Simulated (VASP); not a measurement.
Crystal: AgRh.

```xyz
2
Lattice="2.7400 0.0000 0.0000 -1.3700 2.3730 0.0000 0.0000 0.0000 4.7436" Properties=species:S:1:pos:R:3 pbc="T T T"
Ag    0.0000    0.0000    2.3718
Rh    1.3700    0.7910    0.0000
```

Base run:

```yaml
Program: VASP 6.6.1
Functional: BLYP
Potentials_or_basis: VASP PAW PBE potentials, release 64 (Ag, Rh_pv)
Cutoff: 520 eV
k_mesh: 11 × 11 × 6
Occupations: methfessel-paxton, width 0.1 eV
Spin: no spin polarisation
```

Its results: band gap on the k mesh zero (bands 13 and 14 overlap by 1.43 eV); pressure 14.7 GPa.

The run is repeated on the same cell with these changes: functional from BLYP to r2SCAN; occupations from methfessel-paxton, width 0.1 eV to fermi-dirac, width 0.05 eV. What comes out?

Band gap on the k mesh zero (bands 13 and 14 overlap by 1.49 eV); pressure 0.4 GPa.

Caveats: the PAW data sets were made with another functional, which shifts forces and pressure a little; the cell stands under pressure (at least some runs).
